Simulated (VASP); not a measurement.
A run of VASP 6.6.1 is set up as follows.

INCAR

```
PREC     = Accurate       # precision mode
ENCUT    = 520            # plane-wave cutoff, eV
EDIFF    = 1E-6           # SCF threshold, eV
ISMEAR   = -1             # smearing method
SIGMA    = 0.05           # smearing width, eV
LREAL    = False          # projectors in reciprocal space
LASPH    = True           # aspherical terms in the spheres
NELM     = 150            # most SCF steps
ALGO     = Normal         # electronic algorithm
ISIF     = 2              # what is computed and relaxed
LWAVE    = False          # write WAVECAR
LCHARG   = True           # write CHGCAR
ISPIN    = 2              # spin polarisation
MAGMOM   = -0.785 -0.785  # initial moments
LORBIT   = 11             # projections on sites
LMAXMIX  = 4              # l up to which the mixer works
GGA      = PE             # functional
LELF     = True           # ELF
LVHAR    = True         
NBANDS   = 24             # bands
```

File KPOINTS:

```
regular mesh
0
Gamma
  13 13 13
```

Contents of POSCAR:

```
Mn
1.0
    2.6668629883      0.0000000000      0.0000000000
    0.0000000000      2.6668629883      0.0000000000
    0.0000000000      0.0000000000      2.6668629883
Mn
2
Direct
    0.0000000000      0.0000000000      0.0000000000
    0.5000000000      0.5000000000      0.5000000000
```

Potentials or basis: VASP PAW PBE potentials, release 64 (Mn_pv).

Run with:

```console
$ cat potpaw_PBE.64/Mn_pv/POTCAR > POTCAR
$ mpirun -np 1 vasp_std > vasp.out
```

Task: Predict the band gap on the k mesh.

Result: Zero (filled and empty bands overlap).

Task: Predict the pressure.

Result: 47.4 GPa.

Task: Estimate the net moment.

Result: 0.01 μB per cell.
